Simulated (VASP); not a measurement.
# Fe2Ge (P6_3/mmc) in VASP: notebook

The runs below take Fe2Ge through single point, with PBEsol+D3(BJ), PBEsol, BLYP+D3(BJ).

All numbers are computed with VASP 6.6.1; they aren't measurements. Logs are shortened: lines on timing, memory, paths and dates and some standing lists are left out, and cuts for length are marked.

## Step 1: The cell of the first run

It takes space group P6_3/mmc (No. 194, hexagonal). Conventional cell: a = 4.018 Å, b = 4.018 Å, c = 4.861 Å, α = 90.00°, β = 90.00°, γ = 120.00°. Fe (site symmetry -3m) has 8 Fe at 2.43 to 2.62 Å and 6 Ge at 2.62 Å within 3.2 Å. Within 3.1 Å of Fe (site symmetry -6m2) lie 5 Ge at 2.32 to 2.43 Å and 6 Fe at 2.62 Å. Within 3.1 Å of Ge (site symmetry -6m2) lie 11 Fe at 2.32 to 2.62 Å.

## Step 2: Single point, PBEsol+D3(BJ), collinear spin, ferromagnetic start

INCAR

```
PREC = Accurate
ENCUT = 520
EDIFF = 1E-6
ISMEAR = -1
SIGMA = 0.15
LREAL = False
LASPH = True
NELM = 150
ALGO = Normal
ISIF = 2
LWAVE = False
LCHARG = True
ISPIN = 2
MAGMOM = 3.5 3.5 3.5 3.5 0 0
LORBIT = 11
LMAXMIX = 4
GGA = PS
IVDW = 12
LELF = True
LVHAR = True
NBANDS = 43
```

KPOINTS

```
Automatic mesh
0
Gamma
  7 7 5
```

POSCAR

```
Fe2Ge
1.0
    4.0177060081      0.0000000000      0.0000000000
   -2.0088530041      3.4794354680      0.0000000000
    0.0000000000      0.0000000000      4.8613390980
Fe Ge
4 2
Direct
    0.0000000000      0.0000000000      0.0000000000
    0.0000000000      0.0000000000      0.5000000000
    0.6666666667      0.3333333333      0.7500000000
    0.3333333333      0.6666666667      0.2500000000
    0.6666666667      0.3333333333      0.2500000000
    0.3333333333      0.6666666667      0.7500000000
```

Potentials or basis: VASP PAW PBE potentials, release 64 (Fe, Ge_d).

Run with:

```sh
> cat potpaw_PBE.64/Fe/POTCAR potpaw_PBE.64/Ge_d/POTCAR > POTCAR
> mpirun -np 1 vasp_std > vasp.out
```

OUTCAR:

```text
PREC = Accurate
   ENCUT = 520
   EDIFF = 1E-6
   ISMEAR = -1
   LREAL = False
   LASPH = True
   NELM = 150
   ISIF = 2
   ISPIN = 2
   LORBIT = 11
   GGA = PS
   IVDW = 12
 IVDW          = 12

 ion  position               nearest neighbor table
   1  0.000  0.000  0.000-   2 2.43   2 2.43   4 2.62   5 2.62   6 2.62   3 2.62   3 2.62   5 2.62
                             4 2.62   6 2.62   3 2.62   5 2.62   4 2.62   6 2.62
   2  0.000  0.000  0.500-   1 2.43   1 2.43   4 2.62   5 2.62   6 2.62   3 2.62   3 2.62   5 2.62
                             4 2.62   6 2.62   3 2.62   5 2.62   4 2.62   6 2.62
   3  0.667  0.333  0.750-   6 2.32   6 2.32   6 2.32   5 2.43   5 2.43   1 2.62   2 2.62   1 2.62
                             2 2.62   1 2.62   2 2.62
   4  0.333  0.667  0.250-   5 2.32   5 2.32   5 2.32   6 2.43   6 2.43   1 2.62   2 2.62   2 2.62
                             1 2.62   2 2.62   1 2.62
   5  0.667  0.333  0.250-   4 2.32   4 2.32   4 2.32   3 2.43   3 2.43   1 2.62   2 2.62   1 2.62
                             2 2.62   1 2.62   2 2.62
   6  0.333  0.667  0.750-   3 2.32   3 2.32   3 2.32   4 2.43   4 2.43   1 2.62   2 2.62   2 2.62
                             1 2.62   2 2.62   1 2.62

  LATTYP: Found a hexagonal cell.
 ALAT       =     4.0177060081
 C/A-ratio  =     1.2099788009

  Lattice vectors:

 A1 = (   4.0177060081,   0.0000000000,   0.0000000000)
 A2 = (  -2.0088530041,   3.4794354680,   0.0000000000)
 A3 = (   0.0000000000,   0.0000000000,   4.8613390980)

Analysis of symmetry for initial positions (statically):
=====================================================================
 Subroutine PRICEL returns:
 Original cell was already a primitive cell.

 Routine SETGRP: Setting up the symmetry group for a
 hexagonal supercell.

 Subroutine GETGRP returns: Found 24 space group operations
 (whereof 12 operations were pure point group operations)
 out of a pool of 24 trial point group operations.

The static configuration has the point symmetry D_3d.
 The point group associated with its full space group is D_6h.

Analysis of symmetry for dynamics (positions and initial velocities):
=====================================================================
 Subroutine PRICEL returns:
 Original cell was already a primitive cell.

 Routine SETGRP: Setting up the symmetry group for a
 hexagonal supercell.

 Subroutine GETGRP returns: Found 24 space group operations
 (whereof 12 operations were pure point group operations)
 out of a pool of 24 trial point group operations.

The dynamic configuration has the point symmetry D_3d.
 The point group associated with its full space group is D_6h.

Analysis of structural, dynamic, and magnetic symmetry:
=====================================================================
 Subroutine PRICEL returns:
 Original cell was already a primitive cell.

 Routine SETGRP: Setting up the symmetry group for a
 hexagonal supercell.

 Subroutine GETGRP returns: Found 24 space group operations
 (whereof 12 operations were pure point group operations)
 out of a pool of 24 trial point group operations.

The overall configuration has the point symmetry D_3d.
 The point group associated with its full space group is D_6h.

 Subroutine INISYM returns: Found 24 space group operations
 (whereof 12 operations are pure point group operations),
 and found     1 'primitive' translations

----------------------------------------------------------------------------------------

                                     Primitive cell

  volume of cell :      67.9584

  direct lattice vectors                    reciprocal lattice vectors
     4.017706008  0.000000000  0.000000000     0.248898251  0.143701472  0.000000000
    -2.008853004  3.479435468  0.000000000     0.000000000  0.287402945  0.000000000
     0.000000000  0.000000000  4.861339098     0.000000000  0.000000000  0.205704638

  length of vectors
     4.017706008  4.017706008  4.861339098     0.287402945  0.287402945  0.205704638

  position of ions in fractional coordinates (direct lattice)
     0.000000000  0.000000000  0.000000000
     0.000000000  0.000000000  0.500000000
     0.666666667  0.333333333  0.750000000
     0.333333333  0.666666667  0.250000000
     0.666666667  0.333333333  0.250000000
     0.333333333  0.666666667  0.750000000

  ion indices of the primitive-cell ions
   primitive index   ion index
                 1           1
[... 38 lines left out ...]
  0.142857  0.142857  0.000000      6.000000
  0.285714  0.142857  0.000000     12.000000
[... 16 lines left out ...]
  0.428571  0.142857  0.400000     12.000000
  0.285714  0.285714  0.400000     12.000000
   k-points           NKPTS =     24   k-points in BZ     NKDIM =     24   number of bands    NBANDS=     43
   number of dos      NEDOS =    301   number of ions     NIONS =      6
   total plane-waves  NPLWV =  32400
   dimension x,y,z NGX =    30 NGY =   30 NGZ =   36
   dimension x,y,z NGXF=    60 NGYF=   60 NGZF=   72
   ions per type =               4   2
   NGX,Y,Z   is equivalent  to a cutoff of  12.41, 12.41, 12.31 a.u.
   NGXF,Y,Z  is equivalent  to a cutoff of  24.83, 24.83, 24.62 a.u.
 SYSTEM =  unknown system
   PREC   = accura    normal or accurate (medium, high low for compatibility)
   ISTART =      0    job   : 0-new  1-cont  2-samecut
   ICHARG =      2    charge: 1-file 2-atom 10-const
   ISPIN  =      2    spin polarized calculation?
   LNONCOLLINEAR =      F non collinear calculations
   LSORBIT =      F    spin-orbit coupling
   LASPH  =      T    aspherical Exc in radial PAW
   ENCUT  =  520.0 eV  38.22 Ry    6.18 a.u.   7.47  7.47  9.04*2*pi/ulx,y,z
   NELM   =    150;   NELMIN=  2; NELMDL= -5     # of ELM steps
   EDIFF  = 0.1E-05   stopping-criterion for ELM
   LREAL  =      F    real-space projection
[... 7 lines left out ...]
   TEBEG  =    0.0;   TEEND  =   0.0 temperature during run
   PSTRESS=    0.0 pullay stress
   NELECT =      60.0000    total number of electrons
   NUPDOWN=      -1.0000    fix difference up-down
   EMIN   =  10.00;   EMAX   =-10.00  energy-range for DOS
   EFERMI =   0.00;   METHOD = LEGACY
   ISMEAR =    -1;   SIGMA  =   0.15  broadening in eV -4-tet -1-fermi 0-gaus
   EFERMI_NEDOS =   21; number of points for ismear=-14 and -15
   IALGO  =     38    algorithm
   IMIX   =      4    mixing-type and parameters
     AMIX     =   0.40;   BMIX     =  1.00
     AMIX_MAG =   1.60;   BMIX_MAG =  1.00
  volume/ion in A,a.u.               =      11.33        76.43
  Fermi-wavevector in a.u.,A,eV,Ry     =   1.570523  2.967858 33.559347  2.466542
  Thomas-Fermi vector in A             =   2.672244
   LORBIT       =     11    0 simple, 1 ext, 2 COOP (PROOUT), +10 PAW based schemes
   GGA     = PS    functional components
   LHFCALC =     F    Hartree Fock is set to
   AEXX    =    0.0000 exact exchange contribution
   IVDW    =    12    specifies the selected vdW correction
   LEPSILON=     F    determine dielectric tensor
   LRPA    =     F    only Hartree local field effects (RPA)
 spin polarized calculation
  energy-cutoff  :      520.00
  volume of cell :       67.96
 maximum number of plane-waves:      1861
 NGX is ok and might be reduce to    30
   NGX = 15   NGY = 15   NGZ = 19

 number of electron      60.0000000 magnetization      14.0000000

 number of electron      60.0000001 magnetization       6.3315074

 Free energy of the ion-electron system (eV)
  ---------------------------------------------------
  ext. energy  EPLUGINS =         0.00000000
  ---------------------------------------------------
  free energy    TOTEN  =       -46.30704376 eV

  energy without entropy =      -45.82940004  energy(sigma->0) =      -46.06822190

 E-fermi :   8.4457     XC(G=0): -13.6118

 val. band max:        8.4340336052   @ k =   0.1429   0.1429   0.4000
 cond. band min:       8.4457688737   @ k =   0.1429   0.1429   0.0000
 fundamental gap:      0.0117352685
 Fermi energy:         8.4457426980

 spin component 1

 k-point     1 :       0.0000    0.0000    0.0000
  band No.  band energies     occupation
      1     -16.1540      1.00000
      2     -16.1465      1.00000
      3     -16.1207      1.00000
      4     -16.1207      1.00000
      5     -16.0959      1.00000
      6     -16.0959      1.00000
[... 1069 lines left out ...]
     41      16.4043      0.00000
     42      16.4859      0.00000
 Fermi energy:         8.4457426980

 spin component 2

 k-point     1 :       0.0000    0.0000    0.0000
  band No.  band energies     occupation
      1     -16.1637      1.00000
      2     -16.1562      1.00000
      3     -16.1343      1.00000
      4     -16.1343      1.00000
      5     -16.1041      1.00000
      6     -16.1041      1.00000
[... 1069 lines left out ...]
     41      16.9184      0.00000
     42      17.0017      0.00000
 [bands above 42 left out]

------------------------ aborting loop because EDIFF is reached ----------------------------------------

 Edisp (eV)   -2.38886

 E8    (eV) :    -1.5989

  FORCE on cell =-STRESS in cart. coord.  units (eV):
  Direction    XX          YY          ZZ          XY          YZ          ZX
  --------------------------------------------------------------------------------------
  -------------------------------------------------------------------------------------
  Total       0.22323     0.22323     0.13439    -0.00000    -0.00000     0.00000
  in kB       5.26273     5.26273     3.16832    -0.00000    -0.00000     0.00000
  external pressure =        4.56 kB  Pullay stress =        0.00 kB

 VOLUME and BASIS-vectors are now :
 -----------------------------------------------------------------------------
  energy-cutoff  :      520.00
  volume of cell :       67.96
      direct lattice vectors                 reciprocal lattice vectors
     4.017706008  0.000000000  0.000000000     0.248898251  0.143701472  0.000000000
    -2.008853004  3.479435468  0.000000000     0.000000000  0.287402945  0.000000000
     0.000000000  0.000000000  4.861339098     0.000000000  0.000000000  0.205704638

 POSITION                                       TOTAL-FORCE (eV/Angst)
 -----------------------------------------------------------------------------------
      0.00000      0.00000      0.00000        -0.000000      0.000000      0.000000
      0.00000      0.00000      2.43067        -0.000000      0.000000      0.000000
      2.00885      1.15981      3.64600        -0.000000      0.000000      0.000000
     -0.00000      2.31962      1.21533         0.000000     -0.000000      0.000000
      2.00885      1.15981      1.21533        -0.000000      0.000000      0.000000
     -0.00000      2.31962      3.64600        -0.000000     -0.000000      0.000000
 -----------------------------------------------------------------------------------
    total drift:                                0.000000     -0.000000      0.000000

  FREE ENERGIE OF THE ION-ELECTRON SYSTEM (eV)
  ---------------------------------------------------
  free  energy   TOTEN  =       -48.6959029624 eV

  energy  without entropy=      -48.2182592469  energy(sigma->0) =      -48.45708110

 total charge

# of ion       s       p       d       tot
------------------------------------------
    1        0.423   0.546   6.337   7.306
    2        0.423   0.546   6.337   7.306
    3        0.448   0.560   6.582   7.590
    4        0.448   0.560   6.582   7.590
    5        1.094   1.389  10.149  12.631
    6        1.094   1.389  10.149  12.631
--------------------------------------------------
tot          3.929   4.989  46.137  55.054

 magnetization (x)

# of ion       s       p       d       tot
------------------------------------------
    1        0.000   0.005   2.094   2.099
    2        0.000   0.005   2.094   2.099
    3        0.003  -0.002   1.113   1.114
    4        0.003  -0.002   1.113   1.114
    5       -0.004  -0.068   0.007  -0.065
    6       -0.004  -0.068   0.007  -0.065
--------------------------------------------------
tot          0.000  -0.131   6.427   6.296
```

Wall time 1.9 min (1 thread of Intel Xeon Platinum 8488C (Sapphire Rapids), shared host); peak memory 0.27 GiB.

What came out:

```yaml
Free_energy: -48.6959 eV
Pressure: 0.5 GPa
Net_moment: 6.33 μB per cell
Site_moments: Fe +2.10, +1.11 (each value once); Ge -0.07 μB
Valence_electrons_inside_the_program's_atomic_spheres: Fe 7.31, 7.59 (each value once); Ge 12.63
Dispersion_energy_per_atom: -0.398 eV
```

Caveat: the PAW data sets were made with another functional, which shifts forces and pressure a little.

## Step 3: Single point, PBEsol, collinear spin, ferromagnetic start

This run uses another cell than the first one, of 11.66 Å³/atom.

INCAR: that of step 2 with these lines changed.

```diff
@@ -11,3 +11,3 @@
 LWAVE = False
-LCHARG = True
+LCHARG = False
 ISPIN = 2
@@ -17,5 +17,2 @@
 GGA = PS
-IVDW = 12
-LELF = True
-LVHAR = True
 NBANDS = 43
```

KPOINTS

```
regular mesh
0
Gamma
  7 7 5
```

POSCAR: that of step 2 with these lines changed.

```diff
@@ -2,5 +2,5 @@
 1.0
-    4.0177060081      0.0000000000      0.0000000000
-   -2.0088530041      3.4794354680      0.0000000000
-    0.0000000000      0.0000000000      4.8613390980
+    4.0549234502      0.0000000000      0.0000000000
+   -2.0274617251      3.5116667183      0.0000000000
+    0.0000000000      0.0000000000      4.9148925658
 Fe Ge
```

Potentials or basis: VASP PAW PBE potentials, release 64 (Fe, Ge_d).

Run with:

```sh
> cat potpaw_PBE.64/Fe/POTCAR potpaw_PBE.64/Ge_d/POTCAR > POTCAR
> mpirun -np 1 vasp_std > vasp.out
```

It took 2 min on 1 thread of Intel Xeon Platinum 8488C (Sapphire Rapids), shared host; peak memory 0.27 GiB.

It converged, with:

- Free energy: -46.3479 eV
- Pressure: 0.4 GPa
- Net moment: 6.75 μB per cell
- Site moments: Fe +2.19, +1.25 (each value once); Ge -0.07 μB
- Valence electrons inside the program's atomic spheres: Fe 7.24, 7.51 (each value once); Ge 12.59

Stress tensor (GPa, compression positive):
```
0.45 0.00 0.00
0.00 0.45 0.00
0.00 0.00 0.26
```

Levels at points of the mesh, in eV from the Fermi level:
Spin up:
| k point | band 31 | band 32 | band 33 | band 34 | band 35 | band 36 |
| --- | --- | --- | --- | --- | --- | --- |
| (0.00, 0.00, 0.00) | -0.50 | -0.32 | 0.30 | 2.43 | 2.96 | 2.96 |
Spin down:
```
           k point  band 25  band 26  band 27  band 28  band 29  band 30
(0.00, 0.00, 0.00)    -0.21     0.52     0.58     0.58     0.77     0.77
```

Caveat: the PAW data sets were made with another functional, which shifts forces and pressure a little.

## Step 4: Single point, BLYP+D3(BJ), collinear spin, ferromagnetic start

This run uses another cell than the first one, of 11.95 Å³/atom.

INCAR: that of step 3 with these lines changed.

```diff
@@ -16,3 +16,12 @@
 LMAXMIX = 4
-GGA = PS
+GGA = B5
+ALDAX = 1.0
+AGGAX = 1.0
+AGGAC = 1.0
+ALDAC = 0.0
+IVDW = 12
+VDW_S6 = 1.0
+VDW_S8 = 2.6996
+VDW_A1 = 0.4298
+VDW_A2 = 4.2359
 NBANDS = 43
```

KPOINTS is that of step 3.

POSCAR: that of step 3 with these lines changed.

```diff
@@ -2,5 +2,5 @@
 1.0
-    4.0549234502      0.0000000000      0.0000000000
-   -2.0274617251      3.5116667183      0.0000000000
-    0.0000000000      0.0000000000      4.9148925658
+    4.0850288993      0.0000000000      0.0000000000
+   -2.0425144496      3.5377388020      0.0000000000
+    0.0000000000      0.0000000000      4.9625640345
 Fe Ge
```

Run with:

```sh
> cat potpaw_PBE.64/Fe/POTCAR potpaw_PBE.64/Ge_d/POTCAR > POTCAR
> mpirun -np 1 vasp_std > vasp.out
```

Wall time 2.6 min (1 thread of Intel Xeon Platinum 8488C (Sapphire Rapids), shared host); peak memory 0.28 GiB.

Results (log left out):

```
Free energy                                           : -41.2976 eV
Pressure                                              : 0.5 GPa
Net moment                                            : 6.89 μB per cell
Site moments                                          : Fe +2.21, +1.31 (each value once); Ge -0.08 μB
Valence electrons inside the program's atomic spheres : Fe 7.23, 7.49 (each value once); Ge 12.58
Dispersion energy per atom                            : -0.935 eV
```

Stress tensor (GPa, compression positive):
```
0.54 0.00 0.00
0.00 0.54 0.00
0.00 0.00 0.29
```

Levels at points of the mesh, in eV from the Fermi level:
Spin up:
| k point | band 31 | band 32 | band 33 | band 34 | band 35 | band 36 |
| --- | --- | --- | --- | --- | --- | --- |
| (0.00, 0.00, 0.00) | -0.55 | -0.31 | 0.24 | 2.34 | 2.91 | 2.91 |
Spin down:
| k point | band 24 | band 25 | band 26 | band 27 | band 28 | band 29 |
| --- | --- | --- | --- | --- | --- | --- |
| (0.00, 0.00, 0.00) | -0.28 | -0.21 | 0.55 | 0.60 | 0.60 | 0.82 |

Caveat: the PAW data sets were made with another functional, which shifts forces and pressure a little.

## Step 5: The runs side by side

| level | cell | gap on the mesh (eV) | pressure (GPa) | moment (μB) |
| --- | --- | --- | --- | --- |
| PBEsol+D3(BJ) | a = 4.018, b = 4.018, c = 4.861 Å, angles 90.0, 90.0, 120.0°, 6 atoms | none | 0.5 | 6.33 |
| PBEsol | a = 4.055, b = 4.055, c = 4.915 Å, angles 90.0, 90.0, 120.0°, 6 atoms | none | 0.4 | 6.75 |
| BLYP+D3(BJ) | a = 4.085, b = 4.085, c = 4.963 Å, angles 90.0, 90.0, 120.0°, 6 atoms | none | 0.5 | 6.89 |

Alike in all rows: task single point; potentials or basis VASP PAW PBE potentials, release 64 (Fe, Ge_d); spin collinear, ferromagnetic start; k mesh 7 × 7 × 5; cutoff (eV) 520; smearing fermi-dirac 0.15 eV.

Caveats: the PAW data sets were made with another functional, which shifts forces and pressure a little.

Absolute energies hang on the potentials; compare differences alone.

The gap in the log of VASP goes by the Fermi energy; the results here count the filled bands.